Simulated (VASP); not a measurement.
Set up this calculation in VASP 6.6.1, as the native input.

| Quantity | Value |
| --- | --- |
| Task | single point |
| Functional | r2SCAN |
| Potentials or basis | VASP PAW PBE potentials, release 64 (Ni) |
| Cutoff | 660 eV |
| k mesh | 9 × 9 × 9 |
| Occupations | methfessel-paxton, width 0.0173 eV |
| Spin | no spin polarisation |
| Dipole correction | no |
| Further INCAR settings | ALGO = Normal; EDIFF = 1e-06; NBANDS = 11 |

Crystal: Ni.

```
Ni
1.0
     0.00000    1.73024    1.73024
     1.73024    0.00000    1.73024
     1.73024    1.73024    0.00000
Ni
1
Direct
  0.00000 0.00000 0.00000
```

These files were run (other wordings do the same):

POSCAR

```
Ni
1.0
    0.0000000000      1.7302411076      1.7302411076
    1.7302411076      0.0000000000      1.7302411076
    1.7302411076      1.7302411076      0.0000000000
Ni
1
Direct
    0.0000000000      0.0000000000      0.0000000000
```

INCAR.step1

```
PREC = Accurate
ENCUT = 660
ISMEAR = 1
SIGMA = 0.0173
LREAL = False
LASPH = True
NELM = 120
NBANDS = 11
GGA = PE
ALGO = Normal
EDIFF = 1E-5
LWAVE = True
LCHARG = False
GGA_COMPAT = False
```

INCAR.step2

```
PREC = Accurate
ENCUT = 660
EDIFF = 1E-6
ISMEAR = 1
SIGMA = 0.0173
LREAL = False
LASPH = True
NELM = 120
ALGO = Normal
ISIF = 2
LWAVE = False
LCHARG = False
METAGGA = R2SCAN
LMIXTAU = True
NBANDS = 11
ISTART = 1
GGA_COMPAT = False
```

KPOINTS

```
regular mesh
0
Gamma
  9 9 9
```

Potentials or basis: VASP PAW PBE potentials, release 64 (Ni).

The run is started by

```sh
$ cat potpaw_PBE.64/Ni/POTCAR > POTCAR
$ cp INCAR.step1 INCAR
$ mpirun -np 1 vasp_std > vasp.out
$ cp INCAR.step2 INCAR
$ mpirun -np 1 vasp_std > vasp.out
```

Results of the run:

```yaml
Pressure: 0.6 GPa
Band_gap_on_the_k_mesh: zero (band 5 reaches 9.80 eV, above the bottom of band 6 at 8.72 eV)
```

Caveat: the PAW data sets were made with another functional, which shifts forces and pressure a little; the run has no spin polarisation, though such a crystal can be magnetic.

Wall time 24 s on 1 thread of Intel(R) Xeon(R) Platinum 8488C (Sapphire Rapids) (shared host), peak memory 0.15 GiB.
